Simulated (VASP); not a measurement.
A run of VASP 6.6.1 is set up as follows.

The input INCAR:

```
PREC = Accurate ; ENCUT = 520
EDIFF = 1E-8 ; ISMEAR = 0
SIGMA = 0.01 ; LREAL = F
LASPH = T ; NELM = 120
ALGO = Normal ; ISIF = 2
LWAVE = F ; LCHARG = F
GGA = PE ; LEFG = T
NBANDS = 66 ; GGA_COMPAT = F
```

KPOINTS

```
Automatic mesh
0
Gamma
  6 6 6
```

Contents of POSCAR:

```
InGa2N3
1.0
    5.0102379201     -2.8901780961      0.0000000000
    5.0102379201      2.8901780961      0.0000000000
    0.0000000000      0.0000000000      5.3985911888
In Ga N
2 4 6
Direct
    0.3253906175      0.6746093825      0.9898489831
    0.6746093825      0.3253906175      0.4898489831
    0.0070181772      0.3338035006      0.9925891094
    0.6661964994      0.9929818228      0.9925891094
    0.9929818228      0.6661964994      0.4925891094
    0.3338035006      0.0070181772      0.4925891094
    0.0263514434      0.3337060806      0.3590261733
    0.6662939194      0.9736485566      0.3590261733
    0.9736485566      0.6662939194      0.8590261733
    0.3337060806      0.0263514434      0.8590261733
    0.3078142395      0.6921857605      0.3949214517
    0.6921857605      0.3078142395      0.8949214517
```

Potentials or basis: VASP PAW PBE potentials, release 64 (In_d, Ga_d, N).

The run is started by

```bash
$ cat potpaw_PBE.64/In_d/POTCAR potpaw_PBE.64/Ga_d/POTCAR potpaw_PBE.64/N/POTCAR > POTCAR
$ mpirun -np 1 vasp_std > vasp.out
```

Q: Predict the band gap on the k mesh.

A: 0.88 eV.

Q: Estimate the pressure.

A: 0.1 GPa.

Forces in eV/Å, atoms in the order of the input:
```
In   0.000  0.000 -0.001
In   0.000  0.000 -0.001
Ga  -0.001  0.000 -0.002
Ga   0.001  0.000 -0.002
Ga   0.001  0.000 -0.002
Ga  -0.001  0.000 -0.002
N    0.009 -0.005 -0.003
N   -0.009 -0.005 -0.003
N   -0.009  0.005 -0.003
N    0.009  0.005 -0.003
N    0.000  0.010  0.010
N    0.000 -0.010  0.010
```

Caveat: without QUAD_EFG the Cq values of the log hold for a quadrupole moment of 1 mb, not for the nuclei; spin-orbit coupling is left out, which moves the levels of the heavy elements.
